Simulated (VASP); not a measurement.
Input of a VASP 6.6.1 run:

File INCAR:

```
SYSTEM = Be3AgS4
ALGO     = Normal         ! electronic algorithm
EDIFF    = 1E-6           ! SCF threshold, eV
EDIFFG   = -0.04          ! ionic threshold
ENCUT    = 600            ! plane-wave cutoff, eV
GGA      = PE             ! functional
IBRION   = 2              ! ionic algorithm
ISIF     = 3              ! what is computed and relaxed
ISMEAR   = 0              ! smearing method
LASPH    = .TRUE.         ! aspherical terms in the spheres
LCHARG   = .FALSE.        ! write CHGCAR
LREAL    = .FALSE.        ! projectors in reciprocal space
LWAVE    = .FALSE.        ! write WAVECAR
NELM     = 60             ! most SCF steps
NSW      = 90             ! ionic steps
PREC     = Accurate       ! precision mode
SIGMA    = 0.1            ! smearing width, eV
```

KPOINTS

```
k-points
0
G
  4 4 4
  0 0 0
```

POSCAR

```
Be3AgS4
1.0
   -3.2034862600      3.2034862600      3.2034862600
    3.2034862600     -3.2034862600      3.2034862600
    3.2034862600      3.2034862600     -3.2034862600
Be Ag S
3 1 4
Direct
    0.0000000000      0.5000000000      0.5000000000
    0.5000000000      0.0000000000      0.5000000000
    0.5000000000      0.5000000000      0.0000000000
    0.0000000000      0.0000000000      0.0000000000
    0.5000000000      0.5000000000      0.5000000000
    0.0000000000      0.0000000000      0.5000000000
    0.0000000000      0.5000000000      0.0000000000
    0.5000000000      0.0000000000      0.0000000000
```

Potentials or basis: VASP PAW PBE potentials, release 64 (Be, Ag, S).

The run is started by

```console
$ cat potpaw_PBE.64/Be/POTCAR potpaw_PBE.64/Ag/POTCAR potpaw_PBE.64/S/POTCAR > POTCAR
$ mpirun -np 1 vasp_std > vasp.out
```

Problem. What does it give for the relaxed volume?

Solution. 14.36 Å³/atom.

Problem. Estimate the space group after relaxing (to 0.05 Å).

Solution. Im-3m (No. 229).

Problem. Predict the relaxed cell.

Solution. a = 5.305 Å, b = 5.305 Å, c = 5.305 Å, α = 109.47°, β = 109.47°, γ = 109.47°.

Final structure:
```
CELL_PARAMETERS angstrom
-3.06265 3.06265 3.06265
3.06265 -3.06265 3.06265
3.06265 3.06265 -3.06265
ATOMIC_POSITIONS crystal
Be 0.00000 0.50000 0.50000
Be 0.50000 0.00000 0.50000
Be 0.50000 0.50000 0.00000
Ag 0.00000 0.00000 0.00000
S 0.50000 0.50000 0.50000
S 0.00000 0.00000 0.50000
S 0.00000 0.50000 0.00000
S 0.50000 0.00000 0.00000
```
